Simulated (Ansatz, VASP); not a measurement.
## HfB in VASP and in Ansatz

```
Hf B
1.0
     0.00000    2.35620    2.31000
     2.35620    0.00000    2.31000
     2.35620    2.35620    0.00000
Hf B
1 1
Direct
  0.50000 0.50000 0.50000
  0.00000 0.00000 0.00000
```

Change from the starting cell: equal xx and yy strain of +2 %, crystal datasets.

Alike in both runs: task electric field gradients; functional LDA; k mesh 15 × 15 × 15; occupations fermi-dirac, width 0.05 eV; no spin polarisation.

|  | VASP | Ansatz |
| --- | --- | --- |
| version | VASP 6.6.1 | Ansatz 0.2.0 |
| potentials or method | VASP PAW LDA potentials, release 64 (Hf_pv, B), cutoff 520 eV | all-electron PAW with datasets made for the crystal, scalar-relativistic |

|  | VASP | Ansatz | Ansatz less VASP |
| --- | --- | --- | --- |
| pressure (GPa) | 10.3 | 8.9 | -1.38 |
| traceless stress, the component that is largest in VASP (GPa) | 5.89 | 5.77 | -0.123 |
| size of Vzz on the site where it differs most (V/Å²) | 32.4 | 39.6 | +7.22 |

LDA's correlation is that of Perdew and Zunger in VASP and of Perdew and Wang (1992) in Ansatz. Ansatz ran all-electron here, and VASP with PAW potentials.

Spin-orbit coupling is off throughout.
